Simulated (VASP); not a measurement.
Write the native input for VASP 6.6.1 that does the following.

| Item | Value |
| --- | --- |
| Task | relaxation of cell and atoms |
| Functional | PBE |
| Potentials or basis | VASP PAW PBE potentials, release 64 (P) |
| Cutoff | 600 eV |
| k mesh | 17 × 17 × 17 |
| Occupations | fermi-dirac, width 0.05 eV |
| Spin | no spin polarisation |
| Target pressure | 2.2 GPa |
| Dipole correction | no |
| Further INCAR settings | ALGO = Normal; EDIFF = 1e-06; IBRION = 2; EDIFFG = -0.005; NSW = 32; ISIF = 3 |

The structure of P lies in POSCAR:

```
P
1.0
   -2.4229836628      2.4229836628      1.2521459390
    2.4229836628     -2.4229836628      1.2521459390
    2.4229836628      2.4229836628     -1.2521459390
P
2
Direct
   -0.3750000000     -0.1250000000     -0.2500000000
    0.3750000000      0.1250000000      0.2500000000
```

These files were run (other wordings do the same):

INCAR

```
  PREC = Accurate
  ENCUT = 600
  EDIFF = 1E-6
  ISMEAR = -1
  SIGMA = 0.05
  LREAL = F
  LASPH = T
  NELM = 80
  ALGO = Normal
  ISIF = 3
  LWAVE = F
  LCHARG = F
  GGA = PE
  IBRION = 2
  NSW = 32
  EDIFFG = -0.005
  PSTRESS = 22.0
```

KPOINTS

```
regular mesh
0
Gamma
  17 17 17
```

Potentials or basis: VASP PAW PBE potentials, release 64 (P).

Launch:

```console
$ cat potpaw_PBE.64/P/POTCAR > POTCAR
$ mpirun -np 1 vasp_std > vasp.out
```

It gave:

```json
{
  "Relaxed volume": "14.68 Å³/atom",
  "Relaxed cell": "a = 3.646 Å, b = 3.646 Å, c = 3.646 Å, α = 96.76°, β = 96.76°, γ = 139.86°",
  "Space group after relaxing (to 0.1 Å)": "I4_1/amd (No. 141)",
  "Energy change on relaxing (the run minimises the enthalpy)": "+0.3 meV/atom",
  "Ionic steps": "3",
  "Pressure after relaxing": "2.2 GPa",
  "Band gap on the k mesh": "zero (bands 5 and 6 overlap by 7.69 eV)"
}
```

Caveat: the cell is relaxed towards a set pressure, so the run minimises the enthalpy, not the energy.

It took 86 s on 1 thread of Intel(R) Xeon(R) 6975P-C (Granite Rapids), with other jobs on the host, peak memory 0.24 GiB.
